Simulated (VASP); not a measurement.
Write the native input for VASP 6.6.1 that does the following.

```yaml
Task: single point
Functional: PBE
Potentials_or_basis: VASP PAW PBE potentials, release 64 (Ag)
Cutoff: 520 eV
k_mesh: 24 × 24 × 12
Occupations: gaussian, width 0.15 eV
Spin: no spin polarisation
Dipole_correction: no
Further_INCAR_settings: ALGO = Fast; EDIFF = 1e-06; NBANDS = 18
```

The structure of Ag lies in POSCAR:

```
Ag
1.0
    3.1562447531      0.0000000000      0.0000000000
   -1.5781223765      2.7333881367      0.0000000000
    0.0000000000      0.0000000000      4.1278968661
Ag
2
Direct
    0.3333333333      0.6666666667      0.2500000000
    0.6666666667      0.3333333333      0.7500000000
```

This isn't the form of Ag at room conditions, which is fcc.

This cell differs from its parent crystal: ratio of the length along z to the lengths across it x 0.8, volume and fractional coordinates fixed.

The input as run:

INCAR

```
SYSTEM = Ag
ALGO = Fast
EDIFF = 1E-6
ENCUT = 520
GGA = PE
ISIF = 2
ISMEAR = 0
LASPH = .TRUE.
LCHARG = .FALSE.
LREAL = .FALSE.
LWAVE = .FALSE.
NBANDS = 18
NELM = 100
PREC = Accurate
SIGMA = 0.15
```

KPOINTS

```
k-points
0
G
  24 24 12
  0 0 0
```

Potentials or basis: VASP PAW PBE potentials, release 64 (Ag).

Run with:

```bash
$ cat potpaw_PBE.64/Ag/POTCAR > POTCAR
$ mpirun -np 1 vasp_std > vasp.out
```

It gave:

```json
{
  "Pressure": "5.1 GPa",
  "Band gap on the k mesh": "zero (bands 11 and 12 overlap by 6.31 eV)"
}
```

Caveat: the cell stands under pressure.

Wall time 3.7 min on 1 thread of Intel Xeon 8259CL, with other jobs on the host, peak memory 0.33 GiB.
